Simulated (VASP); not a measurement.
# BeS (I-4m2) in VASP: single point with PBEsol

Aim: the single point of BeS with PBEsol.

All numbers are computed with VASP 6.6.1; they aren't measurements. Logs are shortened: lines on timing, memory, paths and dates and some standing lists are left out, and cuts for length are marked.

### 1 The cell of the first run

Symmetry: I-4m2, No. 119, tetragonal system. The conventional cell has a = 3.421 Å, b = 3.421 Å, c = 5.177 Å, α = 90.00°, β = 90.00°, γ = 90.00°. Be (site symmetry -4m2) has 4 S at 2.14 Å within 2.8 Å. S (site symmetry -4m2) has 4 Be at 2.14 Å within 2.8 Å.

### 2 Single point, PBEsol (mode 4 frozen in at +0.000 Å, normal strain along x +0.0700)

Contents of INCAR:

```
PREC     = Accurate       # precision mode
ENCUT    = 520            # plane-wave cutoff, eV
EDIFF    = 1E-6           # SCF threshold, eV
ISMEAR   = 0              # smearing method
SIGMA    = 0.05           # smearing width, eV
LREAL    = F              # projectors in reciprocal space
LASPH    = T              # aspherical terms in the spheres
NELM     = 60             # most SCF steps
ALGO     = Normal         # electronic algorithm
ISIF     = 2              # what is computed and relaxed
LWAVE    = F              # write WAVECAR
LCHARG   = T              # write CHGCAR
GGA      = PS             # functional
LELF     = T              # ELF
LVHAR    = T            
NBANDS   = 11             # bands
```

Contents of KPOINTS:

```
regular mesh
0
Gamma
  8 8 8
```

Contents of POSCAR:

```
BeS
1.0
    0.0000000000      2.4189899955      2.4189899955
    2.5883192952      0.0000000000      2.4189899955
    2.5883192952      2.4189899955      0.0000000000
Be S
1 1
Direct
    0.0000000000      0.0000000000      0.0000000000
    0.7500000000      0.7500000000      0.7500000000
```

Potentials or basis: VASP PAW PBE potentials, release 64 (Be, S).

Run with:

```
cat potpaw_PBE.64/Be/POTCAR potpaw_PBE.64/S/POTCAR > POTCAR
mpirun -np 1 vasp_std > vasp.out
```

OUTCAR:

```text
PREC = Accurate
   ENCUT = 520
   EDIFF = 1E-6
   ISMEAR = 0
   LREAL = F
   LASPH = T
   NELM = 60
   ISIF = 2
   GGA = PS

 ion  position               nearest neighbor table
   1  0.000  0.000  0.000-   2 2.14   2 2.14   2 2.14   2 2.14
   2  0.750  0.750  0.750-   1 2.14   1 2.14   1 2.14   1 2.14

  LATTYP: Found a body centered tetragonal cell.
 ALAT       =     3.4209684589
 C/A-ratio  =     1.5132085117

  Lattice vectors:

 A1 = (   2.5883192952,   0.0000000000,   2.4189899955)
 A2 = (   2.5883192952,   0.0000000000,  -2.4189899955)
 A3 = (  -2.5883192952,   2.4189899955,   0.0000000000)

Analysis of symmetry for initial positions (statically):
=====================================================================
 Subroutine PRICEL returns:
 Original cell was already a primitive cell.

 Routine SETGRP: Setting up the symmetry group for a
 body centered tetragonal supercell.

 Subroutine GETGRP returns: Found  8 space group operations
 (whereof  8 operations were pure point group operations)
 out of a pool of 16 trial point group operations.

The static configuration has the point symmetry D_2d.

Analysis of symmetry for dynamics (positions and initial velocities):
=====================================================================
 Subroutine PRICEL returns:
 Original cell was already a primitive cell.

 Routine SETGRP: Setting up the symmetry group for a
 body centered tetragonal supercell.

 Subroutine GETGRP returns: Found  8 space group operations
 (whereof  8 operations were pure point group operations)
 out of a pool of 16 trial point group operations.

The dynamic configuration has the point symmetry D_2d.

 Subroutine INISYM returns: Found  8 space group operations
 (whereof  8 operations are pure point group operations),
 and found     1 'primitive' translations

----------------------------------------------------------------------------------------

                                     Primitive cell

  volume of cell :      30.2912

  direct lattice vectors                    reciprocal lattice vectors
     0.000000000  2.418989996  2.418989996    -0.193175549  0.206697837  0.206697837
     2.588319295  0.000000000  2.418989996     0.193175549 -0.206697837  0.206697837
     2.588319295  2.418989996  0.000000000     0.193175549  0.206697837 -0.206697837

  length of vectors
     3.420968459  3.542726263  3.542726263     0.350378059  0.350378059  0.350378059

  position of ions in fractional coordinates (direct lattice)
     0.000000000  0.000000000  0.000000000
     0.750000000  0.750000000  0.750000000

  ion indices of the primitive-cell ions
   primitive index   ion index
                 1           1
                 2           2

----------------------------------------------------------------------------------------

 KPOINTS: regular mesh

Automatic generation of k-mesh.
 Grid dimensions read from file:
 generate k-points for:    8    8    8

 Generating k-lattice:

  Cartesian coordinates                     Fractional coordinates (reciprocal lattice)
    -0.024146944  0.025837230  0.025837230     0.125000000 -0.000000000 -0.000000000
     0.024146944 -0.025837230  0.025837230     0.000000000  0.125000000  0.000000000
     0.024146944  0.025837230 -0.025837230     0.000000000  0.000000000  0.125000000

  Length of vectors
     0.043797257  0.043797257  0.043797257

  Shift w.r.t. Gamma in fractional coordinates (k-lattice)
     0.000000000  0.000000000  0.000000000

 Subroutine IBZKPT returns following result:
 ===========================================

 Found     59 irreducible k-points:

 Following reciprocal coordinates:
            Coordinates               Weight
  0.000000  0.000000  0.000000      1.000000
  0.125000  0.000000  0.000000      8.000000
  0.250000  0.000000  0.000000      8.000000
  0.375000  0.000000  0.000000      8.000000
  0.500000  0.000000  0.000000      4.000000
  0.125000  0.125000  0.000000      4.000000
[... 16 lines left out ...]
  0.250000  0.125000  0.125000      4.000000
  0.375000  0.125000  0.125000      8.000000
 [... further k-points ...]
   k-points           NKPTS =     59   k-points in BZ     NKDIM =     59   number of bands    NBANDS=     11
   number of dos      NEDOS =    301   number of ions     NIONS =      2
   total plane-waves  NPLWV =  21952
   dimension x,y,z NGX =    28 NGY =   28 NGZ =   28
   dimension x,y,z NGXF=    56 NGYF=   56 NGZF=   56
   ions per type =               1   1
   NGX,Y,Z   is equivalent  to a cutoff of  13.61, 13.14, 13.14 a.u.
   NGXF,Y,Z  is equivalent  to a cutoff of  27.21, 26.28, 26.28 a.u.
 SYSTEM =  unknown system
   PREC   = accura    normal or accurate (medium, high low for compatibility)
   ISTART =      0    job   : 0-new  1-cont  2-samecut
   ICHARG =      2    charge: 1-file 2-atom 10-const
   ISPIN  =      1    spin polarized calculation?
   LNONCOLLINEAR =      F non collinear calculations
   LSORBIT =      F    spin-orbit coupling
   LASPH  =      T    aspherical Exc in radial PAW
   ENCUT  =  520.0 eV  38.22 Ry    6.18 a.u.   6.36  6.59  6.59*2*pi/ulx,y,z
   NELM   =     60;   NELMIN=  2; NELMDL= -5     # of ELM steps
   EDIFF  = 0.1E-05   stopping-criterion for ELM
   LREAL  =      F    real-space projection
   EDIFFG = 0.1E-04   stopping-criterion for IOM
   NSW    =      0    number of steps for IOM
   IBRION =     -1    ionic relax: 0-MD 1-quasi-New 2-CG
   NFREE  =      0    steps in history (QN), initial steepest desc. (CG)
   ISIF   =      2    stress and relaxation
   ISYM   =      2    0-nonsym 1-usesym 2-fastsym
   POTIM  = 0.5000    time-step for ionic-motion
   TEBEG  =    0.0;   TEEND  =   0.0 temperature during run
   PSTRESS=    0.0 pullay stress
   NELECT =       8.0000    total number of electrons
   NUPDOWN=      -1.0000    fix difference up-down
   EMIN   =  10.00;   EMAX   =-10.00  energy-range for DOS
   EFERMI =   0.00;   METHOD = LEGACY
   ISMEAR =     0;   SIGMA  =   0.05  broadening in eV -4-tet -1-fermi 0-gaus
   EFERMI_NEDOS =   21; number of points for ismear=-14 and -15
   IALGO  =     38    algorithm
   IMIX   =      4    mixing-type and parameters
     AMIX     =   0.40;   BMIX     =  1.00
     AMIX_MAG =   1.60;   BMIX_MAG =  1.00
  volume/ion in A,a.u.               =      15.15       102.21
  Fermi-wavevector in a.u.,A,eV,Ry     =   1.050347  1.984868 15.010341  1.103229
  Thomas-Fermi vector in A             =   2.185347
   LORBIT       =      0    0 simple, 1 ext, 2 COOP (PROOUT), +10 PAW based schemes
   GGA     = PS    functional components
   LHFCALC =     F    Hartree Fock is set to
   AEXX    =    0.0000 exact exchange contribution
   IVDW    =     0    specifies the selected vdW correction
   LEPSILON=     F    determine dielectric tensor
   LRPA    =     F    only Hartree local field effects (RPA)
 non-spin polarized calculation
 Gauss-broadening in eV      SIGMA  =   0.05
  energy-cutoff  :      520.00
  volume of cell :       30.29
 maximum number of plane-waves:       829
 NGX is ok and might be reduce to    28
   NGX = 13   NGY = 13   NGZ = 13

 number of electron       8.0000000 magnetization

 Free energy of the ion-electron system (eV)
  ---------------------------------------------------
  ext. energy  EPLUGINS =         0.00000000
  ---------------------------------------------------
  free energy    TOTEN  =       -10.50052391 eV

  energy without entropy =      -10.50052391  energy(sigma->0) =      -10.50052391

 E-fermi :   3.9549     XC(G=0):  -9.6609

 val. band max:        3.6749244616   @ k =   0.0000   0.0000   0.0000
 cond. band min:       6.4490298203   @ k =   0.5000   0.5000   0.0000
 fundamental gap:      2.7741053588
 Fermi energy:         3.9548844768

 k-point     1 :       0.0000    0.0000    0.0000
  band No.  band energies     occupation
      1      -9.7776      2.00000
      2       3.2876      2.00000
      3       3.6749      2.00000
      4       3.6749      2.00000
      5       8.7307      0.00000
      6       9.1739      0.00000
      7       9.1739      0.00000
      8       9.2676      0.00000
      9      15.3865      0.00000
     10      16.9545      0.00000
     11      17.7770      0.00000

 k-point     2 :       0.1250    0.0000    0.0000
  band No.  band energies     occupation
      1      -9.6120      2.00000
      2       2.3711      2.00000
      3       3.2215      2.00000
      4       3.5254      2.00000
      5       8.8238      0.00000
      6       9.5138      0.00000
      7       9.5466      0.00000
      8      10.2556      0.00000
      9      14.8786      0.00000
     10      16.0960      0.00000
     11      17.7074      0.00000

 k-point     3 :       0.2500    0.0000    0.0000
  band No.  band energies     occupation
      1      -9.1585      2.00000
      2       0.3917      2.00000
      3       2.7688      2.00000
      4       3.2242      2.00000
      5       8.6922      0.00000
      6      10.0082      0.00000
      7      10.1283      0.00000
      8      12.2596      0.00000
      9      15.0026      0.00000
     10      15.5220      0.00000
     11      17.3747      0.00000

 k-point     4 :       0.3750    0.0000    0.0000
  band No.  band energies     occupation
      1      -8.5899      2.00000
      2      -1.2626      2.00000
      3       2.4133      2.00000
      4       2.9808      2.00000
      5       8.5288      0.00000
      6      10.0643      0.00000
      7      10.3489      0.00000
      8      13.7900      0.00000
      9      16.4476      0.00000
     10      16.4612      0.00000
     11      17.5948      0.00000
[... 239 lines left out ...]
 k-point    22 :       0.0000    0.1250    0.1250
  band No.  band energies     occupation
      1      -9.5789      2.00000
      2       2.3544      2.00000
      3       3.1849      2.00000
      4       3.1849      2.00000
      5       8.7677      0.00000
      6       9.9326      0.00000
      7      10.0382      0.00000
      8      10.0382      0.00000
      9      13.5071      0.00000
     10      17.2417      0.00000
     11      18.1447      0.00000

 k-point    23 :       0.2500    0.1250    0.1250
  band No.  band energies     occupation
      1      -9.3303      2.00000
      2       1.3605      2.00000
      3       2.3120      2.00000
      4       3.5414      2.00000
      5       9.0972      0.00000
      6       9.7148      0.00000
      7      10.0231      0.00000
      8      11.2252      0.00000
      9      14.8000      0.00000
     10      15.8530      0.00000
     11      18.1774      0.00000

 k-point    24 :       0.3750    0.1250    0.1250
  band No.  band energies     occupation
      1      -8.8191      2.00000
      2      -0.2789      2.00000
      3       1.6966      2.00000
      4       3.2401      2.00000
      5       9.3444      0.00000
      6      10.3286      0.00000
      7      10.3427      0.00000
      8      12.1383      0.00000
      9      14.5938      0.00000
     10      17.1307      0.00000
     11      18.3118      0.00000

 [... further k-points ...]
[... 5 lines left out ...]
  --------------------------------------------------------------------------------------
  -------------------------------------------------------------------------------------
  Total       -1.9352172     -0.6436528     -0.6436528      0.0000000      0.0000000      0.0000000
  in kB     -102.3585912    -34.0444423    -34.0444423      0.0000000      0.0000000      0.0000000
  external PRESSURE =     -56.8158253 kB  Pullay stress =       0.0000000 kB

 VOLUME and BASIS-vectors are now :
 -----------------------------------------------------------------------------
  energy-cutoff  :      520.00
  volume of cell :       30.29
      direct lattice vectors                 reciprocal lattice vectors
     0.000000000  2.418989996  2.418989996    -0.193175549  0.206697837  0.206697837
     2.588319295  0.000000000  2.418989996     0.193175549 -0.206697837  0.206697837
     2.588319295  2.418989996  0.000000000     0.193175549  0.206697837 -0.206697837

 POSITION                                       TOTAL-FORCE (eV/Angst)
 -----------------------------------------------------------------------------------
      0.00000      0.00000      0.00000        -0.000000     -0.000000     -0.000000
      3.88248      3.62848      3.62848         0.000000      0.000000      0.000000
 -----------------------------------------------------------------------------------
    total drift:                                0.000000     -0.000000     -0.000000

  FREE ENERGIE OF THE ION-ELECTRON SYSTEM (eV)
  ---------------------------------------------------
  free  energy   TOTEN  =       -10.5005239128 eV

  energy  without entropy=      -10.5005239128  energy(sigma->0) =      -10.50052391
```

Wall time 22 s (1 thread of Intel Xeon Platinum 8488C (Sapphire Rapids), shared host); peak memory 0.16 GiB.

Results:

```
Free energy            : -10.5005 eV
Pressure               : -5.7 GPa
Band gap on the k mesh : 2.77 eV, indirect (least direct gap 5.06 eV)
```

Stress tensor (GPa, compression positive):
```
-10.24   0.00   0.00
  0.00  -3.40   0.00
  0.00   0.00  -3.40
```

Caveat: the cell differs from its parent crystal (mode 4 frozen in at +0.000 Å, normal strain along x +0.0700); the PAW data sets were made with another functional, which shifts forces and pressure a little. A k mesh can miss the band edges.
